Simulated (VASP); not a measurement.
# Cs (P6/mmm) in VASP: further runs

Cs is run at these levels: PBE; tasks: single point, relaxation of cell and atoms.

Program: VASP 6.6.1. These are calculated values, not measurements. Logs are shortened: lines on timing, memory, paths and dates and some standing lists are left out, and cuts for length are marked.

### 1 The cell of the first run

It takes space group P6/mmm (No. 191, hexagonal). The conventional cell has a = 8.554 Å, b = 8.554 Å, c = 4.947 Å, α = 90.00°, β = 90.00°, γ = 120.00°.

The cell was built from a structure type or drawn by symmetry, and may not be a known phase.

### 2 Single point, PBE

INCAR reads:

```
  PREC = Accurate
  ENCUT = 520
  EDIFF = 1E-6
  ISMEAR = 0
  SIGMA = 0.1
  LREAL = F
  LASPH = T
  NELM = 100
  ALGO = Normal
  ISIF = 2
  LWAVE = F
  LCHARG = F
  GGA = PE
  NBANDS = 16
```

KPOINTS reads:

```
regular mesh
0
Gamma
  3 3 4
```

POSCAR reads:

```
Cs
1.0
    8.5540723804     -0.0000000033      0.0000000000
   -4.2770361873      7.4080439889      0.0000000000
    0.0000000000      0.0000000000      4.9474567116
Cs
2
Direct
    0.3333333333      0.6666666667      0.0000000000
    0.6666666667      0.3333333333      0.0000000000
```

Potentials or basis: VASP PAW PBE potentials, release 64 (Cs_sv).

Command:

```
$ cat potpaw_PBE.64/Cs_sv/POTCAR > POTCAR
$ mpirun -np 1 vasp_std > vasp.out
```

OUTCAR:

```text
PREC = Accurate
   ENCUT = 520
   EDIFF = 1E-6
   ISMEAR = 0
   LREAL = F
   LASPH = T
   NELM = 100
   ISIF = 2
   GGA = PE

 ion  position               nearest neighbor table
   1  0.333  0.667  0.000-
   2  0.667  0.333  0.000-

  LATTYP: Found a hexagonal cell.
 ALAT       =     8.5540723804
 C/A-ratio  =     0.5783744270

  Lattice vectors:

 A1 = (   8.5540723804,  -0.0000000033,   0.0000000000)
 A2 = (  -4.2770361873,   7.4080439889,   0.0000000000)
 A3 = (   0.0000000000,   0.0000000000,   4.9474567116)

Analysis of symmetry for initial positions (statically):
=====================================================================
 Subroutine PRICEL returns:
 Original cell was already a primitive cell.

 Routine SETGRP: Setting up the symmetry group for a
 hexagonal supercell.

 Subroutine GETGRP returns: Found 24 space group operations
 (whereof 24 operations were pure point group operations)
 out of a pool of 24 trial point group operations.

The static configuration has the point symmetry D_6h.

Analysis of symmetry for dynamics (positions and initial velocities):
=====================================================================
 Subroutine PRICEL returns:
 Original cell was already a primitive cell.

 Routine SETGRP: Setting up the symmetry group for a
 hexagonal supercell.

 Subroutine GETGRP returns: Found 24 space group operations
 (whereof 24 operations were pure point group operations)
 out of a pool of 24 trial point group operations.

The dynamic configuration has the point symmetry D_6h.

 Subroutine INISYM returns: Found 24 space group operations
 (whereof 24 operations are pure point group operations),
 and found     1 'primitive' translations

----------------------------------------------------------------------------------------

                                     Primitive cell

  volume of cell :     313.5151

  direct lattice vectors                    reciprocal lattice vectors
     8.554072380 -0.000000003  0.000000000     0.116903383  0.067494200  0.000000000
    -4.277036187  7.408043989  0.000000000     0.000000000  0.134988399  0.000000000
     0.000000000  0.000000000  4.947456712     0.000000000  0.000000000  0.202124052

  length of vectors
     8.554072380  8.554072380  4.947456712     0.134988399  0.134988399  0.202124052

  position of ions in fractional coordinates (direct lattice)
     0.333333333  0.666666667  0.000000000
     0.666666667  0.333333333  0.000000000

  ion indices of the primitive-cell ions
   primitive index   ion index
                 1           1
                 2           2

----------------------------------------------------------------------------------------

 KPOINTS: regular mesh

Automatic generation of k-mesh.
 Grid dimensions read from file:
 generate k-points for:    3    3    4

 Generating k-lattice:

  Cartesian coordinates                     Fractional coordinates (reciprocal lattice)
     0.038967794  0.022498067  0.000000000     0.333333333 -0.000000000  0.000000000
     0.000000000  0.044996133  0.000000000     0.000000000  0.333333333  0.000000000
     0.000000000  0.000000000  0.050531013     0.000000000  0.000000000  0.250000000

  Length of vectors
     0.044996133  0.044996133  0.050531013

  Shift w.r.t. Gamma in fractional coordinates (k-lattice)
     0.000000000  0.000000000  0.000000000

 Subroutine IBZKPT returns following result:
 ===========================================

 Found      9 irreducible k-points:

 Following reciprocal coordinates:
            Coordinates               Weight
  0.000000  0.000000  0.000000      1.000000
  0.333333 -0.000000  0.000000      6.000000
  0.333333  0.333333  0.000000      2.000000
  0.000000  0.000000  0.250000      2.000000
  0.333333 -0.000000  0.250000     12.000000
  0.333333  0.333333  0.250000      4.000000
  0.000000  0.000000  0.500000      1.000000
  0.333333 -0.000000  0.500000      6.000000
  0.333333  0.333333  0.500000      2.000000
   k-points           NKPTS =      9   k-points in BZ     NKDIM =      9   number of bands    NBANDS=     16
   number of dos      NEDOS =    301   number of ions     NIONS =      2
   total plane-waves  NPLWV = 163840
   dimension x,y,z NGX =    64 NGY =   64 NGZ =   40
   dimension x,y,z NGXF=   128 NGYF=  128 NGZF=   80
   ions per type =               2
   NGX,Y,Z   is equivalent  to a cutoff of  12.44, 12.44, 13.44 a.u.
   NGXF,Y,Z  is equivalent  to a cutoff of  24.88, 24.88, 26.88 a.u.
 SYSTEM =  unknown system
   PREC   = accura    normal or accurate (medium, high low for compatibility)
   ISTART =      0    job   : 0-new  1-cont  2-samecut
   ICHARG =      2    charge: 1-file 2-atom 10-const
   ISPIN  =      1    spin polarized calculation?
   LNONCOLLINEAR =      F non collinear calculations
   LSORBIT =      F    spin-orbit coupling
   LASPH  =      T    aspherical Exc in radial PAW
   ENCUT  =  520.0 eV  38.22 Ry    6.18 a.u.  15.90 15.90  9.20*2*pi/ulx,y,z
   NELM   =    100;   NELMIN=  2; NELMDL= -5     # of ELM steps
   EDIFF  = 0.1E-05   stopping-criterion for ELM
   LREAL  =      F    real-space projection
[... 7 lines left out ...]
   TEBEG  =    0.0;   TEEND  =   0.0 temperature during run
   PSTRESS=    0.0 pullay stress
   NELECT =      18.0000    total number of electrons
   NUPDOWN=      -1.0000    fix difference up-down
   EMIN   =  10.00;   EMAX   =-10.00  energy-range for DOS
   EFERMI =   0.00;   METHOD = LEGACY
   ISMEAR =     0;   SIGMA  =   0.10  broadening in eV -4-tet -1-fermi 0-gaus
   EFERMI_NEDOS =   21; number of points for ismear=-14 and -15
   IALGO  =     38    algorithm
   IMIX   =      4    mixing-type and parameters
     AMIX     =   0.40;   BMIX     =  1.00
     AMIX_MAG =   1.60;   BMIX_MAG =  1.00
  volume/ion in A,a.u.               =     156.76      1057.85
  Fermi-wavevector in a.u.,A,eV,Ry     =   0.631557  1.193470  5.426885  0.398865
  Thomas-Fermi vector in A             =   1.694573
   LORBIT       =      0    0 simple, 1 ext, 2 COOP (PROOUT), +10 PAW based schemes
   GGA     = PE    functional components
   LHFCALC =     F    Hartree Fock is set to
   AEXX    =    0.0000 exact exchange contribution
   IVDW    =     0    specifies the selected vdW correction
   LEPSILON=     F    determine dielectric tensor
   LRPA    =     F    only Hartree local field effects (RPA)
 non-spin polarized calculation
 Gauss-broadening in eV      SIGMA  =   0.10
  energy-cutoff  :      520.00
  volume of cell :      313.52
 maximum number of plane-waves:      8454
 NGX is ok and might be reduce to    64
   NGX = 31   NGY = 31   NGZ = 19

 number of electron      17.9999997 magnetization

 Free energy of the ion-electron system (eV)
  ---------------------------------------------------
  ext. energy  EPLUGINS =         0.00000000
  ---------------------------------------------------
  free energy    TOTEN  =        -1.32554787 eV

  energy without entropy =       -1.31009457  energy(sigma->0) =       -1.31782122

 E-fermi :  -0.1588     XC(G=0):  -4.5416

 val. band max:       -0.1830495431   @ k =   0.3333  -0.0000   0.0000
 cond. band min:      -0.0619891741   @ k =   0.0000   0.0000   0.5000
 fundamental gap:      0.1210603690
 Fermi energy:        -0.1587789096

 k-point     1 :       0.0000    0.0000    0.0000
  band No.  band energies     occupation
      1     -24.3095      2.00000
      2     -24.2977      2.00000
      3     -11.1868      2.00000
      4     -11.1868      2.00000
      5     -11.0643      2.00000
      6     -11.0643      2.00000
[... 8 lines left out ...]
     15       1.0908      0.00000
     16       2.6916      0.00000

 k-point     2 :       0.3333   -0.0000    0.0000
  band No.  band energies     occupation
      1     -24.3070      2.00000
      2     -24.3002      2.00000
      3     -11.1942      2.00000
      4     -11.1664      2.00000
      5     -11.0858      2.00000
      6     -11.0566      2.00000
[... 8 lines left out ...]
     15       1.4949      0.00000
     16       2.7082      0.00000

 k-point     3 :       0.3333    0.3333    0.0000
  band No.  band energies     occupation
      1     -24.3036      2.00000
      2     -24.3036      2.00000
      3     -11.2014      2.00000
      4     -11.1264      2.00000
      5     -11.1264      2.00000
      6     -11.0493      2.00000
[... 8 lines left out ...]
     15       1.8173      0.00000
     16       1.8173      0.00000

 k-point     4 :       0.0000    0.0000    0.2500
  band No.  band energies     occupation
      1     -24.3057      2.00000
      2     -24.2939      2.00000
      3     -11.1760      2.00000
      4     -11.1760      2.00000
      5     -11.1037      2.00000
      6     -11.0735      2.00000
[... 8 lines left out ...]
     15       1.6211      0.00000
     16       2.2632      0.00000

 k-point     5 :       0.3333   -0.0000    0.2500
  band No.  band energies     occupation
      1     -24.3032      2.00000
      2     -24.2964      2.00000
      3     -11.1831      2.00000
      4     -11.1560      2.00000
      5     -11.0975      2.00000
      6     -11.0798      2.00000
[... 8 lines left out ...]
     15       1.9853      0.00000
     16       2.0574      0.00000

 k-point     6 :       0.3333    0.3333    0.2500
  band No.  band energies     occupation
      1     -24.2998      2.00000
      2     -24.2998      2.00000
      3     -11.1901      2.00000
      4     -11.1169      2.00000
      5     -11.1169      2.00000
      6     -11.0883      2.00000
[... 8 lines left out ...]
     15       2.0140      0.00000
     16       2.0140      0.00000

 k-point     7 :       0.0000    0.0000    0.5000
  band No.  band energies     occupation
      1     -24.3019      2.00000
      2     -24.2902      2.00000
      3     -11.1928      2.00000
      4     -11.1651      2.00000
      5     -11.1651      2.00000
      6     -11.1571      2.00000
[... 8 lines left out ...]
     15       1.9270      0.00000
     16       1.9270      0.00000

 k-point     8 :       0.3333   -0.0000    0.5000
  band No.  band energies     occupation
      1     -24.2994      2.00000
      2     -24.2926      2.00000
      3     -11.1852      2.00000
      4     -11.1720      2.00000
      5     -11.1647      2.00000
      6     -11.1453      2.00000
[... 8 lines left out ...]
     15       1.8572      0.00000
     16       2.2415      0.00000

 k-point     9 :       0.3333    0.3333    0.5000
  band No.  band energies     occupation
      1     -24.2960      2.00000
      2     -24.2960      2.00000
      3     -11.1788      2.00000
      4     -11.1750      2.00000
      5     -11.1750      2.00000
      6     -11.1069      2.00000
[... 8 lines left out ...]
     15       2.1022      0.00000
     16       2.6130      0.00000

------------------------ aborting loop because EDIFF is reached ----------------------------------------

  FORCE on cell =-STRESS in cart. coord.  units (eV):
  Direction    XX          YY          ZZ          XY          YZ          ZX
  --------------------------------------------------------------------------------------
  -------------------------------------------------------------------------------------
  Total        0.3174960      0.3174960      0.0739693      0.0000000      0.0000000      0.0000000
  in kB        1.6225211      1.6225211      0.3780101      0.0000000      0.0000000      0.0000000
  external PRESSURE =       1.2076841 kB  Pullay stress =       0.0000000 kB

 VOLUME and BASIS-vectors are now :
 -----------------------------------------------------------------------------
  energy-cutoff  :      520.00
  volume of cell :      313.52
      direct lattice vectors                 reciprocal lattice vectors
     8.554072380 -0.000000003  0.000000000     0.116903383  0.067494200  0.000000000
    -4.277036187  7.408043989  0.000000000     0.000000000  0.134988399  0.000000000
     0.000000000  0.000000000  4.947456712     0.000000000  0.000000000  0.202124052

 POSITION                                       TOTAL-FORCE (eV/Angst)
 -----------------------------------------------------------------------------------
      0.00000      4.93870      0.00000         0.000000      0.000000      0.000000
      4.27704      2.46935      0.00000        -0.000000      0.000000     -0.000000
 -----------------------------------------------------------------------------------
    total drift:                               -0.000000      0.000000      0.000000

  FREE ENERGIE OF THE ION-ELECTRON SYSTEM (eV)
  ---------------------------------------------------
  free  energy   TOTEN  =        -1.3255478747 eV

  energy  without entropy=       -1.3100945724  energy(sigma->0) =       -1.31782122
```

Wall time 34 s (1 thread of Intel Xeon Platinum 8375C at 2.90GHz (Ice Lake), shared host); peak memory 0.41 GiB.

Results:

| Quantity | Value |
| --- | --- |
| Free energy | -1.3255 eV |
| Pressure | 0.1 GPa |
| Band gap on the k mesh | zero (bands 9 and 10 overlap by 1.06 eV) |

Caveat: spin-orbit coupling is left out, which moves the levels of the heavy elements.

### 3 Relaxation of cell and atoms, PBE

This run uses another cell than the first one.

INCAR reads:

```
ALGO = Normal
EDIFF = 1E-7
EDIFFG = -0.04
ENCUT = 600
GGA = PE
IBRION = 2
ISIF = 3
ISMEAR = 0
LASPH = T
LCHARG = F
LREAL = F
LWAVE = F
NELM = 60
NSW = 90
PREC = Accurate
SIGMA = 0.1
```

KPOINTS reads:

```
k-points
0
Gamma
  3 3 4
```

POSCAR reads:

```
Cs
1.0
    7.4050627100      0.0000000000      0.0000000000
   -3.7025313500      6.4129724200      0.0000000000
    0.0000000000      0.0000000000      5.8401669000
Cs
2
Direct
    0.3333333300      0.6666666700      0.0000000000
    0.6666666700      0.3333333300      0.0000000000
```

Potentials or basis: VASP PAW PBE potentials, release 64 (Cs_sv).

Command:

```
$ cat potpaw_PBE.64/Cs_sv/POTCAR > POTCAR
$ mpirun -np 1 vasp_std > vasp.out
```

It took 4.5 min on 1 thread of Intel Xeon Platinum 8375C at 2.90GHz (Ice Lake), shared host; peak memory 0.43 GiB.

The run converged. Its results:

| Property | Result |
| --- | --- |
| Free energy | -1.3395 eV |
| Relaxed volume | 179.48 Å³/atom |
| Relaxed cell | a = 9.121 Å, b = 9.121 Å, c = 4.982 Å, α = 90.00°, β = 90.00°, γ = 120.00° |
| Space group after relaxing (to 0.1 Å) | P6/mmm (No. 191) |
| Energy gained by relaxing | 152.2 meV/atom |
| Ionic steps | 10 |
| Pressure after relaxing | 0.0 GPa |
| Band gap on the k mesh | zero (bands 9 and 10 overlap by 1.20 eV) |

The path:
| step | energy change (eV) | largest force (eV/Å) | pressure (GPa) | volume (Å³) |
| --- | --- | --- | --- | --- |
| 1 | 0.0000 | 0.0000 | 0.39 | 277.34 |
| 2 | -0.0790 | 0.0000 | 0.30 | 291.04 |
| 3 | -0.2309 | 0.0000 | 0.04 | 332.52 |
| 4 | -0.2773 | 0.0000 | -0.11 | 415.41 |
| 5 | -0.2902 | 0.0000 | -0.09 | 388.32 |
| 6 | -0.2900 | 0.0000 | -0.09 | 385.19 |
| 7 | -0.3002 | 0.0000 | -0.06 | 373.82 |
| 8 | -0.3034 | 0.0000 | -0.03 | 365.10 |
| 9 | -0.3035 | 0.0000 | -0.03 | 363.59 |
| 10 | -0.3044 | 0.0000 | -0.02 | 358.97 |

Final structure:
```
Cs
1.0
     9.12123    0.00000    0.00000
    -4.56062    7.89922    0.00000
     0.00000    0.00000    4.98215
Cs
2
Direct
  0.33333 0.66667 0.00000
  0.66667 0.33333 0.00000
```

Levels at points of the mesh, in eV from the Fermi level:
```
           k point  band 6  band 7  band 8  band 9  band 10  band 11  band 12  band 13
(0.00, 0.00, 0.00)  -10.89  -10.83  -10.81   -1.24     0.74     1.08     1.18     1.18
(0.00, 0.00, 0.50)  -10.94  -10.88  -10.88    0.27     0.70     0.99     0.99     2.16
```

Caveat: the volume moved by over 15 % at a fixed basis, so the end points are rough; spin-orbit coupling is left out, which moves the levels of the heavy elements.
